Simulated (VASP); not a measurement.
Wanted: the native input for a VASP 6.6.1 run.

```yaml
Task: single point
Functional: PBEsol
Potentials_or_basis: VASP PAW PBE potentials, release 64 (Sn_d, O)
Cutoff: 520 eV
k_mesh: 6 × 6 × 8
Occupations: gaussian, width 0.02 eV
Spin: no spin polarisation
Dipole_correction: no
Further_INCAR_settings: ALGO = Normal; EDIFF = 1e-06; NBANDS = 35
```

The structure of SnO2 lies in POSCAR:

```
SnO2
1.0
    4.7686576565      0.0000000000      0.0000000000
    0.0000000000      4.7700658059      0.0000000000
    0.0000000000      0.0000000000      3.2119791476
Sn O
2 4
Direct
    0.5000000000      0.5000000000      0.5000000000
    0.0000000000      0.0000000000      0.0000000000
    0.3062100026      0.3063470806      0.0000000000
    0.8062100026      0.1936529194      0.5000000000
    0.1937899974      0.8063470806      0.5000000000
    0.6937899974      0.6936529194      0.0000000000
```

One way to write it, as run:

INCAR

```
  PREC = Accurate
  ENCUT = 520
  EDIFF = 1E-6
  ISMEAR = 0
  SIGMA = 0.02
  LREAL = False
  LASPH = True
  NELM = 60
  ALGO = Normal
  ISIF = 2
  LWAVE = False
  LCHARG = True
  GGA = PS
  LELF = True
  LVHAR = True
  NBANDS = 35
```

KPOINTS

```
Automatic mesh
0
Gamma
  6 6 8
```

Potentials or basis: VASP PAW PBE potentials, release 64 (Sn_d, O).

Launch:

```sh
$ cat potpaw_PBE.64/Sn_d/POTCAR potpaw_PBE.64/O/POTCAR > POTCAR
$ mpirun -np 1 vasp_std > vasp.out
```

Results of the run:

| Property | Result |
| --- | --- |
| Pressure | 0.6 GPa |
| Largest force | 0.016 eV/Å |
| Band gap on the k mesh | 0.91 eV |

Caveat: the PAW data sets were made with another functional, which shifts forces and pressure a little; spin-orbit coupling is left out, which moves the levels of the heavy elements.

Wall time 2.1 min on 1 thread of Intel Xeon 8259CL, on a shared host, peak memory 0.28 GiB.
